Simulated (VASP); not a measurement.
A run of VASP 6.6.1 is set up as follows.

Contents of INCAR:

```
PREC     = Accurate       # precision mode
ENCUT    = 600            # plane-wave cutoff, eV
EDIFF    = 1E-7           # SCF threshold, eV
ISMEAR   = 0              # smearing method
SIGMA    = 0.01           # smearing width, eV
LREAL    = F              # projectors in reciprocal space
LASPH    = T              # aspherical terms in the spheres
NELM     = 120            # most SCF steps
ALGO     = Normal         # electronic algorithm
ISIF     = 3              # what is computed and relaxed
LWAVE    = F              # write WAVECAR
LCHARG   = F              # write CHGCAR
GGA      = PE             # functional
IBRION   = 2              # ionic algorithm
NSW      = 80             # ionic steps
EDIFFG   = -0.001         # ionic threshold
GGA_COMPAT= F            
NELMIN   = 4
```

File KPOINTS:

```
regular mesh
0
Gamma
  8 8 8
```

File POSCAR:

```
NaF
1.0
    0.0000000000      2.3502771129      2.3502771129
    2.3502771129      0.0000000000      2.3502771129
    2.3502771129      2.3502771129      0.0000000000
Na F
1 1
Direct
    0.0000000000      0.0000000000      0.0000000000
    0.5000000000      0.5000000000      0.5000000000
```

Potentials or basis: VASP PAW PBE potentials, release 64 (Na_pv, F).

The run is started by

```sh
$ cat potpaw_PBE.64/Na_pv/POTCAR potpaw_PBE.64/F/POTCAR > POTCAR
$ mpirun -np 1 vasp_std > vasp.out
```

(1) Estimate the space group after relaxing (to 0.1 Å).

(2) Predict the relaxed cell.

(3) Predict the relaxed volume.

(4) Estimate the band gap on the k mesh.

Results:

(1) Fm-3m (No. 225).

(2) a = 3.319 Å, b = 3.319 Å, c = 3.319 Å, α = 60.00°, β = 60.00°, γ = 60.00°.

(3) 12.92 Å³/atom.

(4) 6.10 eV.
